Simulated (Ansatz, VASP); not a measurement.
Two plane-wave programs on SnH5

```
CELL_PARAMETERS angstrom
-2.01578 2.01578 2.97772
2.01578 -2.01578 2.97772
2.01578 2.01578 -2.97772
ATOMIC_POSITIONS crystal
Sn 0.50000 0.50000 0.00000
H 0.75000 0.25000 0.50000
H 0.25000 0.75000 0.50000
H 0.00000 0.00000 0.00000
H 0.84247 0.84247 0.00000
H 0.15753 0.15753 0.00000
```

Alike in both runs: task relaxation of cell and atoms; functional PBE; k mesh 14 × 14 × 14; occupations gaussian, width 0.1 eV; no spin polarisation.

|  | VASP | Ansatz |
| --- | --- | --- |
| version | VASP 6.6.1 | Ansatz 0.2.0 |
| potentials or method | VASP PAW PBE potentials, release 64 (Sn_d, H), cutoff 600 eV | scalar-relativistic, plane waves, PAW |
| valence electrons in the cell | 19 | 19 |

Ansatz gave:

```
gap on the k mesh at the Fermi level, each at its own relaxed structure (eV) : none
relaxed volume (Å³/atom)                                                     : 8.04
relaxed cell length with the largest relative difference (Å)                 : 4.142
```

What did VASP give for the same quantities?

gap on the k mesh at the Fermi level, each at its own relaxed structure (eV): none; relaxed volume (Å³/atom): 8.10; relaxed cell length with the largest relative difference (Å): 4.129.

A gap of «none» marks a metal or a gap that the smearing closes.
